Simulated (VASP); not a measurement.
# Pt (P-1) in VASP: a series of runs

Pt is run at these levels: PBEsol; tasks: single point.

Program: VASP 6.6.1. These are calculated values, not measurements. Logs are shortened: lines on timing, memory, paths and dates and some standing lists are left out, and cuts for length are marked.

## (1) The cell of the first run

The typed cell holds 2 atoms: a = 2.695 Å, b = 2.658 Å, c = 4.888 Å, α = 89.81°, β = 90.07°, γ = 120.76°.

## (2) Single point, PBEsol

INCAR reads:

```
PREC     = Accurate       # precision mode
ENCUT    = 520            # plane-wave cutoff, eV
EDIFF    = 1E-6           # SCF threshold, eV
ISMEAR   = 1              # smearing method
SIGMA    = 0.1            # smearing width, eV
LREAL    = F              # projectors in reciprocal space
LASPH    = T              # aspherical terms in the spheres
NELM     = 60             # most SCF steps
ALGO     = Normal         # electronic algorithm
ISIF     = 2              # what is computed and relaxed
LWAVE    = F              # write WAVECAR
LCHARG   = F              # write CHGCAR
GGA      = PS             # functional
NBANDS   = 17             # bands
```

KPOINTS reads:

```
regular mesh
0
Gamma
  7 7 4
```

POSCAR reads:

```
Pt
1.0
    2.6948423881     -0.0071058569     -0.0017598655
   -1.3535908623      2.2876847806      0.0046968274
   -0.0029857734      0.0068094614      4.8879377961
Pt
2
Direct
    0.7286359272      0.3133080514      0.7399556710
    0.2544128968      0.7269539080      0.2192004420
```

Potentials or basis: VASP PAW PBE potentials, release 64 (Pt).

On the command line:

```
$ cat potpaw_PBE.64/Pt/POTCAR > POTCAR
$ mpirun -np 1 vasp_std > vasp.out
```

OUTCAR:

```text
PREC = Accurate
   ENCUT = 520
   EDIFF = 1E-6
   ISMEAR = 1
   LREAL = F
   LASPH = T
   NELM = 60
   ISIF = 2
   GGA = PS

 ion  position               nearest neighbor table
   1  0.729  0.313  0.740-   2 2.67   2 2.74   2 2.84   2 2.92   2 3.13   2 3.28   2 3.49
   2  0.254  0.727  0.219-   1 2.67   1 2.74   1 2.84   1 2.92   1 3.13   1 3.28   1 3.49

  LATTYP: Found a triclinic cell.
 ALAT       =     2.6581444540
 B/A-ratio  =     0.9953379919
 C/A-ratio  =     1.8388554632
 COS(alpha) =     0.0020012337
 COS(beta)  =     0.0032769704
 COS(gamma) =     0.4836989280

  Lattice vectors:

 A1 = (   1.3535908623,  -2.2876847806,  -0.0046968274)
 A2 = (  -1.3412515258,  -2.2805789237,  -0.0029369619)
 A3 = (   0.0029857734,  -0.0068094614,  -4.8879377961)

Analysis of symmetry for initial positions (statically):
=====================================================================
 Subroutine PRICEL returns:
 Original cell was already a primitive cell.

 Routine SETGRP: Setting up the symmetry group for a
 triclinic supercell.

 Subroutine GETGRP returns: Found  2 space group operations
 (whereof  1 operations were pure point group operations)
 out of a pool of  2 trial point group operations.

The static configuration has the point symmetry C_1 .
 The point group associated with its full space group is S_2 .

Analysis of symmetry for dynamics (positions and initial velocities):
=====================================================================
 Subroutine PRICEL returns:
 Original cell was already a primitive cell.

 Routine SETGRP: Setting up the symmetry group for a
 triclinic supercell.

 Subroutine GETGRP returns: Found  2 space group operations
 (whereof  1 operations were pure point group operations)
 out of a pool of  2 trial point group operations.

The dynamic configuration has the point symmetry C_1 .
 The point group associated with its full space group is S_2 .

 Subroutine INISYM returns: Found  2 space group operations
 (whereof  1 operations are pure point group operations),
 and found     1 'primitive' translations

----------------------------------------------------------------------------------------

                                     Primitive cell

  volume of cell :      30.0868

  direct lattice vectors                    reciprocal lattice vectors
     2.694842388 -0.007105857 -0.001759865     0.371659019  0.219905569 -0.000079328
    -1.353590862  2.287684781  0.004696827     0.001154028  0.437807233 -0.000609211
    -0.002985773  0.006809461  4.887937796     0.000132704 -0.000341514  0.204585812

  length of vectors
     2.694852331  2.658144454  4.887943451     0.431843597  0.437809178  0.204586140

  position of ions in fractional coordinates (direct lattice)
     0.728635927  0.313308051  0.739955671
     0.254412897  0.726953908  0.219200442

  ion indices of the primitive-cell ions
   primitive index   ion index
                 1           1
                 2           2

----------------------------------------------------------------------------------------

 KPOINTS: regular mesh

Automatic generation of k-mesh.
 Grid dimensions read from file:
 generate k-points for:    7    7    4

 Generating k-lattice:

  Cartesian coordinates                     Fractional coordinates (reciprocal lattice)
     0.053094146  0.031415081 -0.000011333     0.142857143  0.000000000  0.000000000
     0.000164861  0.062543890 -0.000087030     0.000000000  0.142857143 -0.000000000
     0.000033176 -0.000085379  0.051146453     0.000000000 -0.000000000  0.250000000

  Length of vectors
     0.061691942  0.062544168  0.051146535

  Shift w.r.t. Gamma in fractional coordinates (k-lattice)
     0.000000000  0.000000000  0.000000000

 Subroutine IBZKPT returns following result:
 ===========================================

 Found     99 irreducible k-points:

 Following reciprocal coordinates:
            Coordinates               Weight
  0.000000  0.000000  0.000000      1.000000
  0.142857  0.000000  0.000000      2.000000
  0.285714  0.000000 -0.000000      2.000000
  0.428571  0.000000  0.000000      2.000000
  0.000000  0.142857 -0.000000      2.000000
  0.142857  0.142857 -0.000000      2.000000
[... 16 lines left out ...]
 -0.428571  0.428571 -0.000000      2.000000
 -0.285714  0.428571  0.000000      2.000000
 [... further k-points ...]
   k-points           NKPTS =     99   k-points in BZ     NKDIM =     99   number of bands    NBANDS=     17
   number of dos      NEDOS =    301   number of ions     NIONS =      2
   total plane-waves  NPLWV =  14400
   dimension x,y,z NGX =    20 NGY =   20 NGZ =   36
   dimension x,y,z NGXF=    40 NGYF=   40 NGZF=   72
   ions per type =               2
   NGX,Y,Z   is equivalent  to a cutoff of  12.34, 12.51, 12.24 a.u.
   NGXF,Y,Z  is equivalent  to a cutoff of  24.68, 25.02, 24.49 a.u.
 SYSTEM =  unknown system
   PREC   = accura    normal or accurate (medium, high low for compatibility)
   ISTART =      0    job   : 0-new  1-cont  2-samecut
   ICHARG =      2    charge: 1-file 2-atom 10-const
   ISPIN  =      1    spin polarized calculation?
   LNONCOLLINEAR =      F non collinear calculations
   LSORBIT =      F    spin-orbit coupling
   LASPH  =      T    aspherical Exc in radial PAW
   ENCUT  =  520.0 eV  38.22 Ry    6.18 a.u.   5.01  4.94  9.09*2*pi/ulx,y,z
   NELM   =     60;   NELMIN=  2; NELMDL= -5     # of ELM steps
   EDIFF  = 0.1E-05   stopping-criterion for ELM
   LREAL  =      F    real-space projection
   EDIFFG = 0.1E-04   stopping-criterion for IOM
   NSW    =      0    number of steps for IOM
   IBRION =     -1    ionic relax: 0-MD 1-quasi-New 2-CG
   NFREE  =      0    steps in history (QN), initial steepest desc. (CG)
   ISIF   =      2    stress and relaxation
   ISYM   =      2    0-nonsym 1-usesym 2-fastsym
   POTIM  = 0.5000    time-step for ionic-motion
   TEBEG  =    0.0;   TEEND  =   0.0 temperature during run
   PSTRESS=    0.0 pullay stress
   NELECT =      20.0000    total number of electrons
   NUPDOWN=      -1.0000    fix difference up-down
   EMIN   =  10.00;   EMAX   =-10.00  energy-range for DOS
   EFERMI =   0.00;   METHOD = LEGACY
   ISMEAR =     1;   SIGMA  =   0.10  broadening in eV -4-tet -1-fermi 0-gaus
   EFERMI_NEDOS =   21; number of points for ismear=-14 and -15
   IALGO  =     38    algorithm
   IMIX   =      4    mixing-type and parameters
     AMIX     =   0.40;   BMIX     =  1.00
     AMIX_MAG =   1.60;   BMIX_MAG =  1.00
  volume/ion in A,a.u.               =      15.04       101.52
  Fermi-wavevector in a.u.,A,eV,Ry     =   1.428761  2.699966 27.774353  2.041357
  Thomas-Fermi vector in A             =   2.548788
   LORBIT       =      0    0 simple, 1 ext, 2 COOP (PROOUT), +10 PAW based schemes
   GGA     = PS    functional components
   LHFCALC =     F    Hartree Fock is set to
   AEXX    =    0.0000 exact exchange contribution
   IVDW    =     0    specifies the selected vdW correction
   LEPSILON=     F    determine dielectric tensor
   LRPA    =     F    only Hartree local field effects (RPA)
 non-spin polarized calculation
 Methfessel and Paxton  Order N= 1 SIGMA  =   0.10
  energy-cutoff  :      520.00
  volume of cell :       30.09
 maximum number of plane-waves:       827
   NGX =  9   NGY =  9   NGZ = 19

 number of electron      20.0000000 magnetization

 Free energy of the ion-electron system (eV)
  ---------------------------------------------------
  ext. energy  EPLUGINS =         0.00000000
  ---------------------------------------------------
  free energy    TOTEN  =       -13.76023897 eV

  energy without entropy =      -13.76191369  energy(sigma->0) =      -13.76079721

 E-fermi :  11.2065     XC(G=0): -13.6173

 val. band max:       11.1918276449   @ k =   0.2857   0.2857   0.5000
 cond. band min:      11.2146798071   @ k =  -0.1429   0.4286   0.0000
 fundamental gap:      0.0228521623
 Fermi energy:        11.2064645679

 k-point     1 :       0.0000    0.0000    0.0000
  band No.  band energies     occupation
      1       0.7904      2.00000
      2       3.2481      2.00000
      3       5.9940      2.00000
      4       7.1699      2.00000
      5       7.4236      2.00000
      6       7.5122      2.00000
[... 9 lines left out ...]
     16      27.2514      0.00000
     17      32.3663      0.00000

 k-point     2 :       0.1429    0.0000    0.0000
  band No.  band energies     occupation
      1       1.5885      2.00000
      2       4.0410      2.00000
      3       6.1271      2.00000
      4       6.7256      2.00000
      5       7.5771      2.00000
      6       7.9342      2.00000
[... 9 lines left out ...]
     16      28.4276      0.00000
     17      29.9244      0.00000

 k-point     3 :       0.2857    0.0000   -0.0000
  band No.  band energies     occupation
      1       3.4035      2.00000
      2       4.8732      2.00000
      3       6.0484      2.00000
      4       6.4483      2.00000
      5       6.7456      2.00000
      6       7.2119      2.00000
[... 9 lines left out ...]
     16      28.0769      0.00000
     17      29.3452      0.00000

 k-point     4 :       0.4286    0.0000    0.0000
  band No.  band energies     occupation
      1       4.0837      2.00000
      2       4.4036      2.00000
      3       5.6293      2.00000
      4       6.1984      2.00000
      5       7.1016      2.00000
      6       8.0467      2.00000
[... 9 lines left out ...]
     16      23.8493      0.00000
     17      25.6832      0.00000
[... 343 lines left out ...]
      1       4.2411      2.00000
      2       4.4955      2.00000
      3       4.6548      2.00000
      4       7.4178      2.00000
      5       7.7805      2.00000
      6       8.4998      2.00000
[... 9 lines left out ...]
     16      24.4830      0.00000
     17      26.7648      0.00000

 k-point    23 :      -0.4286    0.4286   -0.0000
  band No.  band energies     occupation
      1       3.5588      2.00000
      2       3.9226      2.00000
      3       4.5065      2.00000
      4       7.3702      2.00000
      5       7.9266      2.00000
      6       8.8446      2.00000
[... 9 lines left out ...]
     16      24.8451      0.00000
     17      26.3405      0.00000

 k-point    24 :      -0.2857    0.4286    0.0000
  band No.  band energies     occupation
      1       4.1679      2.00000
      2       4.7944      2.00000
      3       5.0574      2.00000
      4       6.8653      2.00000
      5       7.5344      2.00000
      6       7.6794      2.00000
[... 9 lines left out ...]
     16      27.0407      0.00000
     17      27.7216      0.00000

 [... further k-points ...]
[... 5 lines left out ...]
  --------------------------------------------------------------------------------------
  -------------------------------------------------------------------------------------
  Total        0.9909727      2.0674038      0.2429413      0.1114113      0.0756357      0.2129108
  in kB       52.7711216    110.0930639     12.9370724      5.9328577      4.0277383     11.3378949
  external PRESSURE =      58.6004193 kB  Pullay stress =       0.0000000 kB

 VOLUME and BASIS-vectors are now :
 -----------------------------------------------------------------------------
  energy-cutoff  :      520.00
  volume of cell :       30.09
      direct lattice vectors                 reciprocal lattice vectors
     2.694842388 -0.007105857 -0.001759865     0.371659019  0.219905569 -0.000079328
    -1.353590862  2.287684781  0.004696827     0.001154028  0.437807233 -0.000609211
    -0.002985773  0.006809461  4.887937796     0.000132704 -0.000341514  0.204585812

 POSITION                                       TOTAL-FORCE (eV/Angst)
 -----------------------------------------------------------------------------------
      1.53726      0.71661      3.61705         0.076834     -0.256838     -1.211061
     -0.29905      1.66273      1.07440        -0.076834      0.256838      1.211061
 -----------------------------------------------------------------------------------
    total drift:                                0.000001      0.000001      0.000003

  FREE ENERGIE OF THE ION-ELECTRON SYSTEM (eV)
  ---------------------------------------------------
  free  energy   TOTEN  =       -13.7602389715 eV

  energy  without entropy=      -13.7619136913  energy(sigma->0) =      -13.76079721
```

Run time: 14 s. Hardware: 1 thread of Intel Xeon 6975P-C (Granite Rapids), shared host; peak memory 0.17 GiB.

Results:

```yaml
Free_energy: -13.7602 eV
Pressure: 5.9 GPa
Largest_force: 1.240 eV/Å
Band_gap_on_the_k_mesh: zero (band 10 reaches 11.56 eV, above the bottom of band 11 at 10.07 eV)
```

Forces on the atoms (eV/Å):
```
Pt   0.077 -0.257 -1.211
Pt  -0.077  0.257  1.211
```

Levels at points of the mesh, in eV from the Fermi level:
```csv
k point,band 8,band 9,band 10,band 11,band 12,band 13
"(0.00, 0.00, 0.00)",-2.36,-1.40,-1.27,-0.61,0.36,4.30
"(0.00, 0.00, 0.50)",-3.50,-1.44,-0.97,-0.79,-0.74,9.99
```

Caveat: the k points lie up to 0.39 Å⁻¹ apart; the PAW data sets were made with another functional, which shifts forces and pressure a little; spin-orbit coupling is left out, which moves the levels of the heavy elements.

(Continued in part 2 of 2.)
